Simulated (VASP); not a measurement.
A run of VASP 6.6.1 is set up as follows.

File INCAR:

```
SYSTEM = CuI
ALGO = Normal ; EDIFF = 1E-7
ENCUT = 520 ; GGA = CA
GGA_COMPAT = .FALSE. ; ISIF = 2
ISMEAR = -1 ; LASPH = .TRUE.
LCHARG = .FALSE. ; LMAXMIX = 4
LORBIT = 11 ; LORBMOM = .TRUE.
LREAL = .FALSE. ; LSORBIT = .TRUE.
LWAVE = .FALSE. ; MAGMOM = 0 0 0 0 0 0
NBANDS = 30 ; NELM = 150
PREC = Accurate ; SIGMA = 0.05
```

KPOINTS

```
k-points
0
G
  6 6 6
  0 0 0
```

The input POSCAR:

```
CuI
1.0
    0.0000000000      3.0315000000      3.0315000000
    3.0315000000      0.0000000000      3.0315000000
    3.0315000000      3.0315000000      0.0000000000
I Cu
1 1
Direct
    0.0000000000      0.0000000000      0.0000000000
    0.7500000000      0.7500000000      0.7500000000
```

Potentials or basis: VASP PAW LDA potentials, release 64 (I, Cu).

Run with:

```bash
$ cat potpaw_LDA.64/I/POTCAR potpaw_LDA.64/Cu/POTCAR > POTCAR
$ mpirun -np 1 vasp_ncl > vasp.out
```

Q: What does it give for the pressure?

A: -4.2 GPa.

Q: What does it give for the net moment?

A: 0.00 μB per cell.

Moments on the atoms (μB; x, y, z):
```
I   0.00 0.00 0.00
Cu  0.00 0.00 0.00
```

Caveat: the cell stands under tension.
